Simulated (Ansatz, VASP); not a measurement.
One calculation of ZnS, two programs

INCAR

```
PREC = Accurate ; ENCUT = 520
EDIFF = 1E-6 ; ISMEAR = -1
SIGMA = 0.08 ; LREAL = False
LASPH = True ; NELM = 100
ALGO = Normal ; ISIF = 2
LWAVE = False ; LCHARG = False
GGA = PE ; NBANDS = 26
```

File KPOINTS:

```
regular mesh
0
Gamma
  11 11 6
```

File POSCAR:

```
ZnS
1.0
    3.5323635176      0.0000000000      0.0000000000
   -1.7661817588      3.0591165416      0.0000000000
    0.0000000000      0.0000000000      5.7882137875
Zn S
2 2
Direct
    0.0000000000      0.0000000000      0.0000000000
    0.0000000000      0.0000000000      0.5000000000
    0.3333333333      0.6666666667      0.2500000000
    0.6666666667      0.3333333333      0.7500000000
```

Input for Ansatz:

```yaml
crystal:
  lattice:
    - [3.5323635176, 0.0, 0.0]
    - [-1.7661817588, 3.0591165416, 0.0]
    - [0.0, 0.0, 5.7882137875]
  atoms:
    - { symbol: Zn, position: [0.0, 0.0, 0.0] }
    - { symbol: Zn, position: [0.0, 0.0, 0.5] }
    - { symbol: S, position: [0.3333333333, 0.6666666667, 0.25] }
    - { symbol: S, position: [0.6666666667, 0.3333333333, 0.75] }
kpoints:
  mp_grid: { grid: [11, 11, 6] }
scf:
  occupations: { method: fermi_dirac, width: 0.08 }
hamiltonian:
  xc: pbe
  pseudopotentials: { kind: all_electron, lapw: { basis_error: 0.0005 } }
output:
  forces: true
  stress: true
  eigenvalues: true
  populations: true
```

Alike in both runs: task single point; functional PBE; k mesh 11 × 11 × 6; occupations fermi-dirac, width 0.08 eV; no spin polarisation.

|  | VASP | Ansatz |
| --- | --- | --- |
| version | VASP 6.6.1 | Ansatz 0.2.0 |
| potentials or method | VASP PAW PBE potentials, release 64 (Zn, S), cutoff 520 eV | all-electron LAPW, scalar-relativistic |

```tsv
	VASP	Ansatz	Ansatz less VASP
pressure (GPa)	7.6	7.4	-0.20
```

Ansatz ran all-electron here, and VASP with PAW potentials.
